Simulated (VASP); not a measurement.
# CdTe (I-4m2) in VASP: a series of runs

CdTe is run at these levels: PBE; tasks: single point.

Everything below comes from runs of VASP 6.6.1. Logs are shortened: lines on timing, memory, paths and dates and some standing lists are left out, and cuts for length are marked.

**1. The cell of the first run**

The structure is tetragonal, space group I-4m2 (No. 119). The conventional cell has a = 4.397 Å, b = 4.397 Å, c = 6.506 Å, α = 90.00°, β = 90.00°, γ = 90.00°. Within 3.6 Å of Cd (site symmetry -4m2) lie 4 Te at 2.73 Å. Te (site symmetry -4m2) has 4 Cd at 2.73 Å within 3.6 Å.

**2. Single point, PBE (strain -0.030 along x and y, +0.015 along z)**

The input, INCAR:

```
SYSTEM = CdTe
  PREC = Accurate
  ENCUT = 520
  EDIFF = 1E-6
  ISMEAR = 0
  SIGMA = 0.05
  LREAL = .False.
  LASPH = .True.
  NELM = 60
  ALGO = Normal
  ISIF = 2
  LWAVE = .False.
  LCHARG = .False.
  GGA = PE
  NBANDS = 16
```

The input, KPOINTS:

```
Automatic mesh
0
Gamma
  8 8 8
  0 0 0
```

The input, POSCAR:

```
CdTe
1.0
    0.0000000000      3.1088500000      3.2530750000
    3.1088500000      0.0000000000      3.2530750000
    3.1088500000      3.1088500000      0.0000000000
Cd Te
1 1
Direct
    0.0000000000      0.0000000000      0.0000000000
    0.7500000000      0.7500000000      0.7500000000
```

Potentials or basis: VASP PAW PBE potentials, release 64 (Cd, Te).

Command:

```
$ cat potpaw_PBE.64/Cd/POTCAR potpaw_PBE.64/Te/POTCAR > POTCAR
$ mpirun -np 1 vasp_std > vasp.out
```

OUTCAR:

```text
SYSTEM = CdTe
   PREC = Accurate
   ENCUT = 520
   EDIFF = 1E-6
   ISMEAR = 0
   LREAL = .False.
   LASPH = .True.
   NELM = 60
   ISIF = 2
   GGA = PE

 ion  position               nearest neighbor table
   1  0.000  0.000  0.000-   2 2.73   2 2.73   2 2.73   2 2.73
   2  0.750  0.750  0.750-   1 2.73   1 2.73   1 2.73   1 2.73

  LATTYP: Found a body centered tetragonal cell.
 ALAT       =     4.3965778334
 C/A-ratio  =     1.4798214081

  Lattice vectors:

 A1 = (  -3.1088500000,   0.0000000000,   3.2530750000)
 A2 = (   3.1088500000,   0.0000000000,   3.2530750000)
 A3 = (   0.0000000000,   3.1088500000,  -3.2530750000)

Analysis of symmetry for initial positions (statically):
=====================================================================
 Subroutine PRICEL returns:
 Original cell was already a primitive cell.

 Routine SETGRP: Setting up the symmetry group for a
 body centered tetragonal supercell.

 Subroutine GETGRP returns: Found  8 space group operations
 (whereof  8 operations were pure point group operations)
 out of a pool of 16 trial point group operations.

The static configuration has the point symmetry D_2d.

Analysis of symmetry for dynamics (positions and initial velocities):
=====================================================================
 Subroutine PRICEL returns:
 Original cell was already a primitive cell.

 Routine SETGRP: Setting up the symmetry group for a
 body centered tetragonal supercell.

 Subroutine GETGRP returns: Found  8 space group operations
 (whereof  8 operations were pure point group operations)
 out of a pool of 16 trial point group operations.

The dynamic configuration has the point symmetry D_2d.

 Subroutine INISYM returns: Found  8 space group operations
 (whereof  8 operations are pure point group operations),
 and found     1 'primitive' translations

----------------------------------------------------------------------------------------

                                     Primitive cell

  volume of cell :      62.8816

  direct lattice vectors                    reciprocal lattice vectors
     0.000000000  3.108850000  3.253075000    -0.160831176  0.160831176  0.153700729
     3.108850000  0.000000000  3.253075000     0.160831176 -0.160831176  0.153700729
     3.108850000  3.108850000  0.000000000     0.160831176  0.160831176 -0.153700729

  length of vectors
     4.499716133  4.499716133  4.396577833     0.274512747  0.274512747  0.274512747

  position of ions in fractional coordinates (direct lattice)
     0.000000000  0.000000000  0.000000000
     0.750000000  0.750000000  0.750000000

  ion indices of the primitive-cell ions
   primitive index   ion index
                 1           1
                 2           2

----------------------------------------------------------------------------------------

 KPOINTS: Automatic mesh

Automatic generation of k-mesh.
 Grid dimensions read from file:
 generate k-points for:    8    8    8

 Generating k-lattice:

  Cartesian coordinates                     Fractional coordinates (reciprocal lattice)
    -0.020103897  0.020103897  0.019212591     0.125000000  0.000000000  0.000000000
     0.020103897 -0.020103897  0.019212591     0.000000000  0.125000000  0.000000000
     0.020103897  0.020103897 -0.019212591     0.000000000  0.000000000  0.125000000

  Length of vectors
     0.034314093  0.034314093  0.034314093

  Shift w.r.t. Gamma in fractional coordinates (k-lattice)
     0.000000000  0.000000000  0.000000000

 Subroutine IBZKPT returns following result:
 ===========================================

 Found     59 irreducible k-points:

 Following reciprocal coordinates:
            Coordinates               Weight
  0.000000  0.000000  0.000000      1.000000
  0.125000  0.000000  0.000000      8.000000
  0.250000  0.000000  0.000000      8.000000
  0.375000  0.000000  0.000000      8.000000
  0.500000  0.000000  0.000000      4.000000
  0.125000  0.125000  0.000000      2.000000
[... 16 lines left out ...]
  0.250000  0.000000  0.125000     16.000000
  0.375000  0.000000  0.125000     16.000000
 [... further k-points ...]
   k-points           NKPTS =     59   k-points in BZ     NKDIM =     59   number of bands    NBANDS=     16
   number of dos      NEDOS =    301   number of ions     NIONS =      2
   total plane-waves  NPLWV =  46656
   dimension x,y,z NGX =    36 NGY =   36 NGZ =   36
   dimension x,y,z NGXF=    72 NGYF=   72 NGZF=   72
   ions per type =               1   1
   NGX,Y,Z   is equivalent  to a cutoff of  13.30, 13.30, 13.61 a.u.
   NGXF,Y,Z  is equivalent  to a cutoff of  26.60, 26.60, 27.23 a.u.
 SYSTEM =  CdTe
   PREC   = accura    normal or accurate (medium, high low for compatibility)
   ISTART =      0    job   : 0-new  1-cont  2-samecut
   ICHARG =      2    charge: 1-file 2-atom 10-const
   ISPIN  =      1    spin polarized calculation?
   LNONCOLLINEAR =      F non collinear calculations
   LSORBIT =      F    spin-orbit coupling
   LASPH  =      T    aspherical Exc in radial PAW
   ENCUT  =  520.0 eV  38.22 Ry    6.18 a.u.   8.37  8.37  8.17*2*pi/ulx,y,z
   NELM   =     60;   NELMIN=  2; NELMDL= -5     # of ELM steps
   EDIFF  = 0.1E-05   stopping-criterion for ELM
   LREAL  =      F    real-space projection
   EDIFFG = 0.1E-04   stopping-criterion for IOM
   NSW    =      0    number of steps for IOM
   IBRION =     -1    ionic relax: 0-MD 1-quasi-New 2-CG
   NFREE  =      0    steps in history (QN), initial steepest desc. (CG)
   ISIF   =      2    stress and relaxation
   ISYM   =      2    0-nonsym 1-usesym 2-fastsym
   POTIM  = 0.5000    time-step for ionic-motion
   TEBEG  =    0.0;   TEEND  =   0.0 temperature during run
   PSTRESS=    0.0 pullay stress
   NELECT =      18.0000    total number of electrons
   NUPDOWN=      -1.0000    fix difference up-down
   EMIN   =  10.00;   EMAX   =-10.00  energy-range for DOS
   EFERMI =   0.00;   METHOD = LEGACY
   ISMEAR =     0;   SIGMA  =   0.05  broadening in eV -4-tet -1-fermi 0-gaus
   EFERMI_NEDOS =   21; number of points for ismear=-14 and -15
   IALGO  =     38    algorithm
   IMIX   =      4    mixing-type and parameters
     AMIX     =   0.40;   BMIX     =  1.00
     AMIX_MAG =   1.60;   BMIX_MAG =  1.00
  volume/ion in A,a.u.               =      31.44       212.17
  Fermi-wavevector in a.u.,A,eV,Ry     =   1.078925  2.038872 15.838249  1.164078
  Thomas-Fermi vector in A             =   2.214876
   LORBIT       =      0    0 simple, 1 ext, 2 COOP (PROOUT), +10 PAW based schemes
   GGA     = PE    functional components
   LHFCALC =     F    Hartree Fock is set to
   AEXX    =    0.0000 exact exchange contribution
   IVDW    =     0    specifies the selected vdW correction
   LEPSILON=     F    determine dielectric tensor
   LRPA    =     F    only Hartree local field effects (RPA)
 non-spin polarized calculation
 Gauss-broadening in eV      SIGMA  =   0.05
  energy-cutoff  :      520.00
  volume of cell :       62.88
 maximum number of plane-waves:      1721
 NGX is ok and might be reduce to    36
   NGX = 17   NGY = 17   NGZ = 17

 number of electron      18.0000002 magnetization

 Free energy of the ion-electron system (eV)
  ---------------------------------------------------
  ext. energy  EPLUGINS =         0.00000000
  ---------------------------------------------------
  free energy    TOTEN  =        -4.61757415 eV

  energy without entropy =       -4.61757415  energy(sigma->0) =       -4.61757415

 E-fermi :   3.3668     XC(G=0):  -8.9432

 val. band max:        3.1600882963   @ k =   0.0000   0.0000   0.0000
 cond. band min:       4.1131611775   @ k =   0.0000   0.0000   0.0000
 fundamental gap:      0.9530728812
 Fermi energy:         3.3667902288

 k-point     1 :       0.0000    0.0000    0.0000
  band No.  band energies     occupation
      1      -8.5531      2.00000
      2      -5.4964      2.00000
      3      -5.4836      2.00000
      4      -5.4836      2.00000
      5      -5.1715      2.00000
      6      -5.1595      2.00000
[... 8 lines left out ...]
     15      12.2121      0.00000
     16      12.7323      0.00000

 k-point     2 :       0.1250    0.0000    0.0000
  band No.  band energies     occupation
      1      -8.4834      2.00000
      2      -5.4795      2.00000
      3      -5.4697      2.00000
      4      -5.4387      2.00000
      5      -5.1715      2.00000
      6      -5.1618      2.00000
[... 8 lines left out ...]
     15      11.6162      0.00000
     16      12.0258      0.00000

 k-point     3 :       0.2500    0.0000    0.0000
  band No.  band energies     occupation
      1      -8.3136      2.00000
      2      -5.4492      2.00000
      3      -5.4383      2.00000
      4      -5.2705      2.00000
      5      -5.1654      2.00000
      6      -5.1645      2.00000
[... 8 lines left out ...]
     15      11.6809      0.00000
     16      11.6817      0.00000

 k-point     4 :       0.3750    0.0000    0.0000
  band No.  band energies     occupation
      1      -8.1449      2.00000
      2      -5.4254      2.00000
      3      -5.4115      2.00000
      4      -5.1617      2.00000
      5      -5.1601      2.00000
      6      -4.9569      2.00000
[... 8 lines left out ...]
     15      12.4167      0.00000
     16      12.5785      0.00000

 k-point     5 :       0.5000    0.0000    0.0000
  band No.  band energies     occupation
      1      -8.0766      2.00000
      2      -5.4177      2.00000
      3      -5.4022      2.00000
      4      -5.1584      2.00000
      5      -5.1519      2.00000
      6      -4.7460      2.00000
[... 8 lines left out ...]
     15      13.4614      0.00000
     16      13.7394      0.00000

 k-point     6 :       0.1250    0.1250    0.0000
  band No.  band energies     occupation
      1      -8.4644      2.00000
      2      -5.4568      2.00000
      3      -5.4568      2.00000
      4      -5.4488      2.00000
      5      -5.1817      2.00000
      6      -5.1551      2.00000
[... 8 lines left out ...]
     15      11.7108      0.00000
     16      13.0567      0.00000

 k-point     7 :       0.2500    0.1250    0.0000
  band No.  band energies     occupation
      1      -8.3308      2.00000
      2      -5.4400      2.00000
      3      -5.4243      2.00000
      4      -5.3215      2.00000
      5      -5.1837      2.00000
      6      -5.1527      2.00000
[... 8 lines left out ...]
     15      12.5876      0.00000
     16      12.6396      0.00000

 k-point     8 :       0.3750    0.1250    0.0000
  band No.  band energies     occupation
      1      -8.1621      2.00000
      2      -5.4191      2.00000
      3      -5.3948      2.00000
      4      -5.1904      2.00000
      5      -5.1520      2.00000
      6      -5.0335      2.00000
[... 8 lines left out ...]
     15      12.3481      0.00000
     16      13.0077      0.00000

 k-point     9 :       0.5000    0.1250    0.0000
  band No.  band energies     occupation
      1      -8.0590      2.00000
      2      -5.4076      2.00000
      3      -5.3840      2.00000
      4      -5.1692      2.00000
      5      -5.1559      2.00000
      6      -4.7416      2.00000
[... 8 lines left out ...]
     15      13.1066      0.00000
     16      13.5575      0.00000
[... 172 lines left out ...]
 k-point    19 :       0.5000    0.3750    0.0000
  band No.  band energies     occupation
      1      -7.9684      2.00000
      2      -5.3277      2.00000
      3      -5.2979      2.00000
      4      -5.2575      2.00000
      5      -5.1362      2.00000
      6      -4.6698      2.00000
[... 8 lines left out ...]
     15      14.1645      0.00000
     16      14.9904      0.00000

 k-point    20 :      -0.3750    0.3750    0.0000
  band No.  band energies     occupation
      1      -7.9558      2.00000
      2      -5.3541      2.00000
      3      -5.3120      2.00000
      4      -5.2189      2.00000
      5      -5.1514      2.00000
      6      -4.5480      2.00000
[... 8 lines left out ...]
     15      13.0133      0.00000
     16      15.6117      0.00000

 k-point    21 :       0.5000    0.5000    0.0000
  band No.  band energies     occupation
      1      -7.9484      2.00000
      2      -5.2991      2.00000
      3      -5.2817      2.00000
      4      -5.2817      2.00000
      5      -5.1292      2.00000
      6      -4.6406      2.00000
[... 8 lines left out ...]
     15      14.1779      0.00000
     16      15.0214      0.00000

 k-point    22 :       0.1250    0.0000    0.1250
  band No.  band energies     occupation
      1      -8.4581      2.00000
      2      -5.4707      2.00000
      3      -5.4555      2.00000
      4      -5.4378      2.00000
      5      -5.1703      2.00000
      6      -5.1616      2.00000
[... 8 lines left out ...]
     15      11.9159      0.00000
     16      12.4860      0.00000

 k-point    23 :       0.2500    0.0000    0.1250
  band No.  band energies     occupation
      1      -8.3207      2.00000
      2      -5.4437      2.00000
      3      -5.4264      2.00000
      4      -5.3245      2.00000
      5      -5.1651      2.00000
      6      -5.1540      2.00000
[... 8 lines left out ...]
     15      12.2570      0.00000
     16      12.7289      0.00000

 k-point    24 :       0.3750    0.0000    0.1250
  band No.  band energies     occupation
      1      -8.1528      2.00000
      2      -5.4181      2.00000
      3      -5.3984      2.00000
      4      -5.2060      2.00000
      5      -5.1526      2.00000
      6      -5.0005      2.00000
[... 8 lines left out ...]
     15      12.4380      0.00000
     16      13.1304      0.00000

 [... further k-points ...]
[... 5 lines left out ...]
  --------------------------------------------------------------------------------------
  -------------------------------------------------------------------------------------
  Total        2.8737540      2.8737540      2.6539589      0.0000000      0.0000000      0.0000000
  in kB       73.2211541     73.2211541     67.6209352      0.0000000      0.0000000      0.0000000
  external PRESSURE =      71.3544144 kB  Pullay stress =       0.0000000 kB

 VOLUME and BASIS-vectors are now :
 -----------------------------------------------------------------------------
  energy-cutoff  :      520.00
  volume of cell :       62.88
      direct lattice vectors                 reciprocal lattice vectors
     0.000000000  3.108850000  3.253075000    -0.160831176  0.160831176  0.153700729
     3.108850000  0.000000000  3.253075000     0.160831176 -0.160831176  0.153700729
     3.108850000  3.108850000  0.000000000     0.160831176  0.160831176 -0.153700729

 POSITION                                       TOTAL-FORCE (eV/Angst)
 -----------------------------------------------------------------------------------
      0.00000      0.00000      0.00000         0.000000      0.000000      0.000000
      4.66327      4.66327      4.87961         0.000000     -0.000000     -0.000000
 -----------------------------------------------------------------------------------
    total drift:                                0.000000      0.000000      0.000000

  FREE ENERGIE OF THE ION-ELECTRON SYSTEM (eV)
  ---------------------------------------------------
  free  energy   TOTEN  =        -4.6175741539 eV

  energy  without entropy=       -4.6175741539  energy(sigma->0) =       -4.61757415
```

Run time: 45 s. Hardware: 1 thread of Intel Xeon Platinum 8259CL at 2.50GHz (Skylake/Cascade Lake), shared host; peak memory 0.24 GiB.

Results:

```yaml
Free_energy: -4.6176 eV
Pressure: 7.1 GPa
Band_gap_on_the_k_mesh: 0.95 eV, direct
```

Caveat: the cell differs from its parent crystal (strain -0.030 along x and y, +0.015 along z); spin-orbit coupling is left out, which moves the levels of the heavy elements.

(Part 1 of 2 ends here.)
